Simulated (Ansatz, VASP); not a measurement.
One calculation of HfC, two programs

```xyz
2
Lattice="2.3037 2.3037 0.0000 -2.3037 2.3037 0.0000 0.0000 2.3037 2.3037" Properties=species:S:1:pos:R:3 pbc="T T T"
Hf    0.0000    2.3037    0.0000
C     0.0000    0.0000    0.0000
```

Alike in both runs: functional PBEsol; k mesh 12 × 12 × 12; occupations fermi-dirac, width 0.1 eV; no spin polarisation.

Ansatz relaxed the structure, and its values are those at the end. VASP's run is a single point on that final structure, the one shown.

```csv
,VASP,Ansatz
version,VASP 6.6.1,Ansatz 0.2.0
potentials or method,"VASP PAW PBE potentials, release 64 (Hf_pv, C)","PAW with Ansatz's default frozen-core files, scalar-relativistic"
plane-wave cutoff (eV),600,420
valence electrons in the cell,14,30
```

|  | VASP | Ansatz | Ansatz less VASP |
| --- | --- | --- | --- |
| pressure (GPa) | -0.5 | 0.0 | +0.42 |

VASP's potentials were made for PBE, not for PBEsol. With one functional, cell and mesh, what is left measures potentials, basis and numerics. VASP's potentials hold 14 valence electrons a cell and Ansatz's 30, so a difference there can come from the potentials and not from the codes.

Neither program's run includes spin-orbit coupling.
